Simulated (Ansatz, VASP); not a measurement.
## One calculation of Ag, two programs

```
CELL_PARAMETERS angstrom
-2.86706 0.00000 0.00000
-1.43353 -2.48295 0.00000
0.00000 0.00000 16.07214
ATOMIC_POSITIONS crystal
Ag 0.33333 0.33333 0.65666
Ag 0.33333 0.33333 0.07295
Ag 0.33333 0.33333 0.36480
Ag 0.66667 0.66667 0.80258
Ag 0.66667 0.66667 0.21888
Ag 0.66667 0.66667 0.51073
```

Alike in both runs: task single point; functional PBEsol; k mesh 24 × 24 × 5; occupations gaussian, width 0.15 eV; no spin polarisation.

|  | VASP | Ansatz |
| --- | --- | --- |
| version | VASP 6.6.1 | Ansatz 0.2.0 |
| potentials or method | VASP PAW PBE potentials, release 64 (Ag), cutoff 520 eV | scalar-relativistic, plane waves, PAW |
| valence electrons in the cell | 66 | 114 |

```csv
,VASP,Ansatz,Ansatz less VASP
gap on the k mesh at the Fermi level (eV),none,none,-
pressure (GPa),-1.8,-1.7,+0.19
"traceless stress, the component that is largest in VASP (GPa)",0.21,0.22,+0.003
rms of the force components (eV/Å),0.031,0.034,+0.0024
```

VASP's potentials were made for PBE, not for PBEsol. Atom by atom the forces differ by 0.003 eV/Å (rms over components). A gap of «none» marks a metal or a gap that the smearing closes. With one functional, cell and mesh, what is left measures potentials, basis and numerics. VASP's potentials hold 66 valence electrons a cell and Ansatz's 114, so a difference there can come from the potentials and not from the codes.
